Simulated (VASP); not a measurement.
A run of VASP 6.6.1:

INCAR

```
SYSTEM = Tm3F
PREC = Accurate ; ENCUT = 600
EDIFF = 1E-6 ; ISMEAR = 0
SIGMA = 0.1 ; LREAL = .FALSE.
LASPH = .TRUE. ; NELM = 200
ALGO = Normal ; ISIF = 2
LWAVE = .FALSE. ; LCHARG = .FALSE.
GGA = PE ; NBANDS = 25
GGA_COMPAT = .FALSE. ; LMAXMIX = 6
```

Contents of KPOINTS:

```
regular mesh
0
G
  4 4 4
  0 0 0
```

File POSCAR:

```
Tm3F
1.0
    5.4668161510      0.0000000000      0.0000000000
    0.0000000000      5.4668161510      0.0000000000
    0.0000000000      0.0000000000      3.4529147768
Tm F
3 1
Direct
    0.5000000000      0.5000000000      0.0000000000
    0.5000000000      0.0000000000      0.5000000000
    0.0000000000      0.5000000000      0.5000000000
    0.0000000000      0.0000000000      0.0000000000
```

Potentials or basis: VASP PAW PBE potentials, release 64 (Tm_3, F), 4f in core.

Command:

```sh
$ cat potpaw_PBE.64/Tm_3/POTCAR potpaw_PBE.64/F/POTCAR > POTCAR
$ mpirun -np 1 vasp_std > vasp.out
```

Hardware: 1 thread of Intel(R) Xeon(R) 6975P-C (Granite Rapids) (shared host).

Question: Estimate the wall time of this run.

Answer: Run time: 30 s on 1 thread of Intel(R) Xeon(R) 6975P-C (Granite Rapids), with other jobs on the host, peak memory 0.26 GiB. Counts: scf iterations 13, k points 18.
